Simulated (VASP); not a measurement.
A run of VASP 6.6.1 is set up as follows.

The input INCAR:

```
SYSTEM = TaN
  ALGO = Normal
  EDIFF = 1E-6
  ENCUT = 520
  GGA = PE
  ISIF = 2
  ISMEAR = 0
  LASPH = .TRUE.
  LCHARG = .FALSE.
  LREAL = .FALSE.
  LWAVE = .FALSE.
  NBANDS = 15
  NELM = 60
  PREC = Accurate
  SIGMA = 0.05
```

Contents of KPOINTS:

```
k-points
0
G
  16 16 16
  0 0 0
```

The input POSCAR:

```
TaN
1.0
    0.0000000000      2.1790000000      2.1790000000
    2.1790000000      0.0000000000      2.1790000000
    2.1790000000      2.1790000000      0.0000000000
Ta N
1 1
Direct
    0.5000000000      0.5000000000      0.5000000000
    0.0000000000      0.0000000000      0.0000000000
```

Potentials or basis: VASP PAW PBE potentials, release 64 (Ta_pv, N).

Launch:

```console
$ cat potpaw_PBE.64/Ta_pv/POTCAR potpaw_PBE.64/N/POTCAR > POTCAR
$ mpirun -np 1 vasp_std > vasp.out
```

Problem. Predict the band gap on the k mesh.

Solution. Zero (band 8 reaches 11.85 eV, above the bottom of band 9 at 7.68 eV).

Problem. What does it give for the pressure?

Solution. 15.6 GPa.

Caveat: spin-orbit coupling is left out, which moves the levels of the heavy elements.
